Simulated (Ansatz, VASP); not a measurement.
## FeO: VASP beside Ansatz

```
Fe O
1.0
     0.00000    2.15540    2.15540
     2.15540    0.00000    2.15540
     2.15540    2.15540    0.00000
Fe O
1 1
Direct
  0.00000 0.00000 0.00000
  0.50000 0.50000 0.50000
```

Alike in both runs: task single point; functional LDA; k mesh 8 × 8 × 8; occupations gaussian, width 0.05 eV; collinear spin; Hubbard terms Fe d U = 5.0 eV, J = 0.9 eV.

```csv
,VASP,Ansatz
version,VASP 6.6.1,Ansatz 0.2.0
potentials or method,"VASP PAW LDA potentials, release 64 (Fe, O), cutoff 520 eV","scalar-relativistic, plane waves, PAW"
valence electrons in the cell,14,22
```

Ansatz gave:

- pressure (GPa): -0.7
- traceless stress, the component that is largest in VASP (GPa): 5.47
- net moment per atom (μB): 2.00
- size of the moment on the site where the two differ most (μB): 3.43

Question: What did VASP give for the same quantities?

Answer: Pressure (GPa): -15.7; traceless stress, the component that is largest in VASP (GPa): 0.00; net moment per atom (μB): 2.00; size of the moment on the site where the two differ most (μB): 3.79.

LDA's correlation is that of Perdew and Zunger in VASP and of Perdew and Wang (1992) in Ansatz. Site moments also hang on the region over which each program counts them. The programs project onto different local orbitals, so the same U acts differently, and such runs can settle in different states. VASP's potentials hold 14 valence electrons a cell and Ansatz's 22, so a difference there can come from the potentials and not from the codes. Ansatz's warnings: symmetry narrowed by occupation matrices.
